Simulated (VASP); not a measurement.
# AlN in VASP: notebook, part 2 of 2

VASP 6.6.1.

### 4 Single point, PBE (mode 4 frozen in at -0.037 Å and mode 5 at -0.310 Å (largest displacements))

INCAR reads:

```
SYSTEM = AlN
ALGO = Normal ; EDIFF = 1E-6
ENCUT = 520 ; GGA = PE
ISIF = 2 ; ISMEAR = 0
LASPH = .TRUE. ; LCHARG = .TRUE.
LELF = .TRUE. ; LREAL = .FALSE.
LVHAR = .TRUE. ; LWAVE = .FALSE.
NBANDS = 26 ; NELM = 80
PREC = Accurate ; SIGMA = 0.05
```

KPOINTS reads:

```
k-points
0
G
  8 6 4
  0 0 0
```

POSCAR reads:

```
AlN
1.0
   -3.3134793387      0.0000000000      0.0000000000
    0.0000000000      0.0000000000     -4.1875902400
    0.0000000000     -5.7391145645      0.0000000000
Al N
4 4
Direct
    0.5111061504      0.2115695089      0.1666666667
   -0.0111061504      0.2115695089      0.6666666667
    0.0111061504      0.7115695089      0.3333333333
    0.4888938496      0.7115695089      0.8333333333
    0.5107008202      0.8240282554      0.1666666667
   -0.0107008202      0.8240282554      0.6666666667
    0.0107008202      0.3240282554      0.3333333333
    0.4892991798      0.3240282554      0.8333333333
```

Potentials or basis: VASP PAW PBE potentials, release 64 (Al, N).

On the command line:

```
$ cat potpaw_PBE.64/Al/POTCAR potpaw_PBE.64/N/POTCAR > POTCAR
$ mpirun -np 1 vasp_std > vasp.out
```

OUTCAR:

```text
SYSTEM = AlN
   EDIFF = 1E-6
   ENCUT = 520
   GGA = PE
   ISIF = 2
   ISMEAR = 0
   LASPH = .TRUE.
   LREAL = .FALSE.
   NELM = 80
   PREC = Accurate

 ion  position               nearest neighbor table
   1  0.511  0.212  0.167-   5 1.62   7 1.97   7 1.97   8 1.97   5 2.56   3 2.84   3 2.84   3 2.84
                             3 2.84   4 2.84   4 2.84   2 3.28   2 3.28   2 3.35   2 3.35
   2  0.989  0.212  0.667-   6 1.62   8 1.97   8 1.97   7 1.97   6 2.56   4 2.84   4 2.84   4 2.84
                             4 2.84   3 2.84   3 2.84   1 3.28   1 3.28   1 3.35   1 3.35
   3  0.011  0.712  0.333-   7 1.62   5 1.97   5 1.97   6 1.97   7 2.56   1 2.84   1 2.84   1 2.84
                             1 2.84   2 2.84   2 2.84   4 3.28   4 3.28   4 3.35   4 3.35
   4  0.489  0.712  0.833-   8 1.62   6 1.97   6 1.97   5 1.97   8 2.56   2 2.84   2 2.84   2 2.84
                             2 2.84   1 2.84   1 2.84   3 3.28   3 3.28   3 3.35   3 3.35
   5  0.511  0.824  0.167-   1 1.62   3 1.97   3 1.97   4 1.97   1 2.56
   6  0.989  0.824  0.667-   2 1.62   4 1.97   4 1.97   3 1.97   2 2.56
   7  0.011  0.324  0.333-   3 1.62   1 1.97   1 1.97   2 1.97   3 2.56
   8  0.489  0.324  0.833-   4 1.62   2 1.97   2 1.97   1 1.97   4 2.56

  LATTYP: Found a simple orthorhombic cell.
 ALAT       =     3.3134793387
 B/A-ratio  =     1.2638045426
 C/A-ratio  =     1.7320508076

  Lattice vectors:

 A1 = (  -3.3134793387,   0.0000000000,   0.0000000000)
 A2 = (   0.0000000000,   0.0000000000,  -4.1875902400)
 A3 = (   0.0000000000,  -5.7391145645,   0.0000000000)

Analysis of symmetry for initial positions (statically):
=====================================================================
 Subroutine PRICEL returns:
 Original cell was already a primitive cell.

 Routine SETGRP: Setting up the symmetry group for a
 simple orthorhombic supercell.

 Subroutine GETGRP returns: Found  4 space group operations
 (whereof  1 operations were pure point group operations)
 out of a pool of  8 trial point group operations.

The static configuration has the point symmetry C_1 .
 The point group associated with its full space group is C_2v.

Analysis of symmetry for dynamics (positions and initial velocities):
[... 149 lines left out ...]
   GGA     = PE    functional components
   LHFCALC =     F    Hartree Fock is set to
   AEXX    =    0.0000 exact exchange contribution
   IVDW    =     0    specifies the selected vdW correction
   LEPSILON=     F    determine dielectric tensor
   LRPA    =     F    only Hartree local field effects (RPA)
 non-spin polarized calculation
 Gauss-broadening in eV      SIGMA  =   0.05
  energy-cutoff  :      520.00
  volume of cell :       79.63
 maximum number of plane-waves:      2174
 NGX is ok and might be reduce to    28
   NGX = 13   NGY = 15   NGZ = 21

 number of electron      31.9999999 magnetization

 Free energy of the ion-electron system (eV)
  ---------------------------------------------------
  ext. energy  EPLUGINS =         0.00000000
  ---------------------------------------------------
  free energy    TOTEN  =       -55.32805551 eV

  energy without entropy =      -55.32805551  energy(sigma->0) =      -55.32805551

 E-fermi :   7.2453     XC(G=0): -11.0841

 val. band max:        6.9460102965   @ k =   0.0000   0.0000   0.0000
 cond. band min:      10.9760070634   @ k =   0.0000   0.0000   0.0000
 fundamental gap:      4.0299967670
 Fermi energy:         7.2453252692

 k-point     1 :       0.0000    0.0000    0.0000
  band No.  band energies     occupation
      1      -8.9582      2.00000
      2      -7.1867      2.00000
      3      -6.1196      2.00000
      4      -5.6109      2.00000
      5       1.2751      2.00000
      6       1.2856      2.00000
[... 685 lines left out ...]
     25      17.8740      0.00000
     26      18.3416      0.00000

 [... further k-points ...]
[... 5 lines left out ...]
  --------------------------------------------------------------------------------------
  -------------------------------------------------------------------------------------
  Total       -5.4442041     -5.3890622     50.2276032      0.0000000      0.0000000      0.0000000
  in kB     -109.5346789   -108.4252524   1010.5543982      0.0000000      0.0000000      0.0000000
  external PRESSURE =     264.1981557 kB  Pullay stress =       0.0000000 kB

 VOLUME and BASIS-vectors are now :
 -----------------------------------------------------------------------------
  energy-cutoff  :      520.00
  volume of cell :       79.63
      direct lattice vectors                 reciprocal lattice vectors
    -3.313479339  0.000000000  0.000000000    -0.301797566  0.000000000  0.000000000
     0.000000000  0.000000000 -4.187590240     0.000000000  0.000000000 -0.238800824
     0.000000000 -5.739114565  0.000000000     0.000000000 -0.174242906  0.000000000

 POSITION                                       TOTAL-FORCE (eV/Angst)
 -----------------------------------------------------------------------------------
     -1.69354     -0.95652     -0.88597         0.116374      0.006296     -6.656979
     -3.27668     -3.82608     -0.88597        -0.116374      0.006296     -6.656979
     -0.03680     -1.91304     -2.97976         0.116374     -0.006296     -6.656979
     -1.61994     -4.78260     -2.97976        -0.116374     -0.006296     -6.656979
     -1.69220     -0.95652     -3.45069         0.083416      0.009005      6.656979
     -3.27802     -3.82608     -3.45069        -0.083416      0.009005      6.656979
     -0.03546     -1.91304     -1.35690         0.083416     -0.009005      6.656979
     -1.62128     -4.78260     -1.35690        -0.083416     -0.009005      6.656979
 -----------------------------------------------------------------------------------
    total drift:                                0.000000     -0.000004     -0.000172

  FREE ENERGIE OF THE ION-ELECTRON SYSTEM (eV)
  ---------------------------------------------------
  free  energy   TOTEN  =       -55.3280555100 eV

  energy  without entropy=      -55.3280555100  energy(sigma->0) =      -55.32805551
```

stdout:

```text
POSCAR found type information on POSCAR AlN
 POSCAR found :  2 types and       8 ions
 scaLAPACK will be used
 LDA part: xc-table for (Slater+PW92), standard interpolation
 POSCAR, INCAR and KPOINTS ok, starting setup
 FFT: planning ... GRIDC
 FFT: planning ... GRID_SOFT
 FFT: planning ... GRID
 WAVECAR not read
 entering main loop
```

It took 62 s on 1 thread of Intel Xeon 6975P-C (Granite Rapids), shared host; peak memory 0.24 GiB.

Results:

```yaml
Free_energy: -55.3281 eV
Pressure: 26.4 GPa
Largest_force: 6.658 eV/Å
Band_gap_on_the_k_mesh: 4.03 eV
```

Forces on the atoms (eV/Å):
```
Al   0.116  0.006 -6.657
Al  -0.116  0.006 -6.657
Al   0.116 -0.006 -6.657
Al  -0.116 -0.006 -6.657
N    0.083  0.009  6.657
N   -0.083  0.009  6.657
N    0.083 -0.009  6.657
N   -0.083 -0.009  6.657
```

Caveat: the cell differs from its parent crystal (mode 4 frozen in at -0.037 Å and mode 5 at -0.310 Å (largest displacements)); forces of over 1 eV/Å act on the atoms, so gaps and moduli don't describe the material at rest. A k mesh can miss the band edges.

### 5 Single point, PBE (mode 4 frozen in at -0.037 Å and mode 5 at -0.186 Å (largest displacements))

INCAR reads:

```
PREC     = Accurate       # precision mode
ENCUT    = 520            # plane-wave cutoff, eV
EDIFF    = 1E-6           # SCF threshold, eV
ISMEAR   = 0              # smearing method
SIGMA    = 0.05           # smearing width, eV
LREAL    = F              # projectors in reciprocal space
LASPH    = T              # aspherical terms in the spheres
NELM     = 60             # most SCF steps
ALGO     = Normal         # electronic algorithm
ISIF     = 2              # what is computed and relaxed
LWAVE    = F              # write WAVECAR
LCHARG   = T              # write CHGCAR
GGA      = PE             # functional
LELF     = T              # ELF
LVHAR    = T            
NBANDS   = 26             # bands
```

KPOINTS reads:

```
Automatic mesh
0
Gamma
  8 6 4
```

POSCAR reads:

```
AlN
1.0
   -3.3134793387      0.0000000000      0.0000000000
    0.0000000000      0.0000000000     -4.1875902400
    0.0000000000     -5.7391145645      0.0000000000
Al N
4 4
Direct
    0.5111061504      0.2269417053      0.1666666667
   -0.0111061504      0.2269417053      0.6666666667
    0.0111061504      0.7269417053      0.3333333333
    0.4888938496      0.7269417053      0.8333333333
    0.5107008202      0.7944169533      0.1666666667
   -0.0107008202      0.7944169533      0.6666666667
    0.0107008202      0.2944169533      0.3333333333
    0.4892991798      0.2944169533      0.8333333333
```

Potentials or basis: VASP PAW PBE potentials, release 64 (Al, N).

On the command line:

```
$ cat potpaw_PBE.64/Al/POTCAR potpaw_PBE.64/N/POTCAR > POTCAR
$ mpirun -np 1 vasp_std > vasp.out
```

OUTCAR:

```text
PREC = Accurate
   ENCUT = 520
   EDIFF = 1E-6
   ISMEAR = 0
   LREAL = F
   LASPH = T
   NELM = 60
   ISIF = 2
   GGA = PE

 ion  position               nearest neighbor table
   1  0.511  0.227  0.167-   5 1.81   7 1.93   7 1.93   8 1.94   5 2.38   3 2.84   3 2.84   3 2.84
                             3 2.84   4 2.84   4 2.84   2 3.28   2 3.28   2 3.35   2 3.35
   2  0.989  0.227  0.667-   6 1.81   8 1.93   8 1.93   7 1.94   6 2.38   4 2.84   4 2.84   4 2.84
                             4 2.84   3 2.84   3 2.84   1 3.28   1 3.28   1 3.35   1 3.35
   3  0.011  0.727  0.333-   7 1.81   5 1.93   5 1.93   6 1.94   7 2.38   1 2.84   1 2.84   1 2.84
                             1 2.84   2 2.84   2 2.84   4 3.28   4 3.28   4 3.35   4 3.35
   4  0.489  0.727  0.833-   8 1.81   6 1.93   6 1.93   5 1.94   8 2.38   2 2.84   2 2.84   2 2.84
                             2 2.84   1 2.84   1 2.84   3 3.28   3 3.28   3 3.35   3 3.35
   5  0.511  0.794  0.167-   1 1.81   3 1.93   3 1.93   4 1.94   1 2.38
   6  0.989  0.794  0.667-   2 1.81   4 1.93   4 1.93   3 1.94   2 2.38
   7  0.011  0.294  0.333-   3 1.81   1 1.93   1 1.93   2 1.94   3 2.38
   8  0.489  0.294  0.833-   4 1.81   2 1.93   2 1.93   1 1.94   4 2.38

  LATTYP: Found a simple orthorhombic cell.
 ALAT       =     3.3134793387
 B/A-ratio  =     1.2638045426
 C/A-ratio  =     1.7320508076

  Lattice vectors:

 A1 = (  -3.3134793387,   0.0000000000,   0.0000000000)
[... 198 lines left out ...]

 k-point     1 :       0.0000    0.0000    0.0000
  band No.  band energies     occupation
      1      -8.8816      2.00000
      2      -7.0627      2.00000
      3      -5.9421      2.00000
      4      -5.3662      2.00000
      5       1.1476      2.00000
      6       1.4080      2.00000
[... 685 lines left out ...]
     25      17.8620      0.00000
     26      18.2731      0.00000

 [... further k-points ...]
[... 5 lines left out ...]
  --------------------------------------------------------------------------------------
  -------------------------------------------------------------------------------------
  Total       -2.3580806     -2.3248928     15.7028844      0.0000000      0.0000000      0.0000000
  in kB      -47.4434089    -46.7756865    315.9342257      0.0000000      0.0000000      0.0000000
  external PRESSURE =      73.9050434 kB  Pullay stress =       0.0000000 kB

 VOLUME and BASIS-vectors are now :
 -----------------------------------------------------------------------------
  energy-cutoff  :      520.00
  volume of cell :       79.63
      direct lattice vectors                 reciprocal lattice vectors
    -3.313479339  0.000000000  0.000000000    -0.301797566  0.000000000  0.000000000
     0.000000000  0.000000000 -4.187590240     0.000000000  0.000000000 -0.238800824
     0.000000000 -5.739114565  0.000000000     0.000000000 -0.174242906  0.000000000

 POSITION                                       TOTAL-FORCE (eV/Angst)
 -----------------------------------------------------------------------------------
     -1.69354     -0.95652     -0.95034         0.114520      0.009705     -1.563579
     -3.27668     -3.82608     -0.95034        -0.114520      0.009705     -1.563579
     -0.03680     -1.91304     -3.04413         0.114520     -0.009705     -1.563579
     -1.61994     -4.78260     -3.04413        -0.114520     -0.009705     -1.563579
     -1.69220     -0.95652     -3.32669         0.066983      0.012284      1.563579
     -3.27802     -3.82608     -3.32669        -0.066983      0.012284      1.563579
     -0.03546     -1.91304     -1.23290         0.066983     -0.012284      1.563579
     -1.62128     -4.78260     -1.23290        -0.066983     -0.012284      1.563579
 -----------------------------------------------------------------------------------
    total drift:                                0.000000     -0.000001      0.000571

  FREE ENERGIE OF THE ION-ELECTRON SYSTEM (eV)
  ---------------------------------------------------
  free  energy   TOTEN  =       -58.0802578434 eV

  energy  without entropy=      -58.0802578434  energy(sigma->0) =      -58.08025784
```

Run time: 54 s. Hardware: 1 thread of Intel Xeon 6975P-C (Granite Rapids), shared host; peak memory 0.24 GiB.

What came out:

```yaml
Free_energy: -58.0803 eV
Pressure: 7.4 GPa
Largest_force: 1.568 eV/Å
Band_gap_on_the_k_mesh: 3.59 eV
```

Forces on the atoms (eV/Å):
```
Al   0.115  0.010 -1.564
Al  -0.115  0.010 -1.564
Al   0.115 -0.010 -1.564
Al  -0.115 -0.010 -1.564
N    0.067  0.012  1.564
N   -0.067  0.012  1.564
N    0.067 -0.012  1.564
N   -0.067 -0.012  1.564
```

Levels at points of the mesh, in eV from the valence-band top:
```
           k point  band 13  band 14  band 15  band 16  band 17  band 18  band 19  band 20
(0.00, 0.00, 0.00)    -1.20    -1.19    -1.08     0.00     3.59     4.19     4.63     7.09
(0.50, 0.00, 0.00)    -2.25    -2.25    -1.80    -1.80     6.10     6.10     6.25     6.25
(0.00, 0.50, 0.00)    -2.04    -2.04    -1.44    -1.44     5.30     5.30     5.73     5.73
(0.50, 0.50, 0.00)    -0.80    -0.80    -0.75    -0.75     6.39     6.39     6.63     6.63
(0.00, 0.00, 0.50)    -1.05    -1.05    -0.88    -0.88     5.08     5.08     6.33     6.33
(0.50, 0.00, 0.50)    -2.48    -2.48    -1.08    -1.08     4.18     4.18     7.09     7.09
(0.00, 0.50, 0.50)    -1.56    -1.56    -1.56    -1.56     5.68     5.68     5.68     5.68
(0.50, 0.50, 0.50)    -1.45    -1.45    -1.43    -1.43     5.30     5.30     5.31     5.31
```

Caveat: the cell differs from its parent crystal (mode 4 frozen in at -0.037 Å and mode 5 at -0.186 Å (largest displacements)); forces of over 1 eV/Å act on the atoms, so gaps and moduli don't describe the material at rest.
